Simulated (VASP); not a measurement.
Al2Pt, 3 atoms in the cell. It takes space group R3m (No. 160, trigonal). The conventional cell has a = 4.179 Å, b = 4.179 Å, c = 10.236 Å, α = 90.00°, β = 90.00°, γ = 120.00°. Al (site symmetry 3m) has 1 Pt at 1.48 Å within 2.0 Å. Within 3.2 Å of Al (site symmetry 3m) lie 4 Pt at 2.43 to 3.10 Å and 3 Al at 2.68 Å. Within 2.0 Å of Pt (site symmetry 3m) lie 1 Al at 1.48 Å.  This cell differs from its parent crystal: shortest bond scaled by 0.58.

```yaml
Program: VASP 6.6.1
Task: electric field gradients
Functional: PBE
Potentials_or_basis: VASP PAW PBE potentials, release 64 (Al, Pt_sv_GW)
Cutoff: 430 eV
k_mesh: 9 × 9 × 9
Occupations: fermi-dirac, width 0.05 eV
Spin: no spin polarisation
Dipole_correction: no
Second_run: valence_matched
Further_INCAR_settings: ALGO = Normal; EDIFF = 1e-08; NBANDS = 19
```

Potentials or basis: VASP PAW PBE potentials, release 64 (Al, Pt_sv_GW).

Run with:

```console
$ cat potpaw_PBE.64/Al/POTCAR potpaw_PBE.64/Pt_sv_GW/POTCAR > POTCAR
$ mpirun -np 1 vasp_std > vasp.out
```

Hardware: 1 thread of Intel(R) Xeon(R) 6975P-C (Granite Rapids), with other jobs on the host.

Problem. Estimate the wall time of this run.

Solution. It took 30 s on 1 thread of Intel(R) Xeon(R) 6975P-C (Granite Rapids), on a shared host, peak memory 0.2 GiB. Counts: scf iterations 17, k points 85.
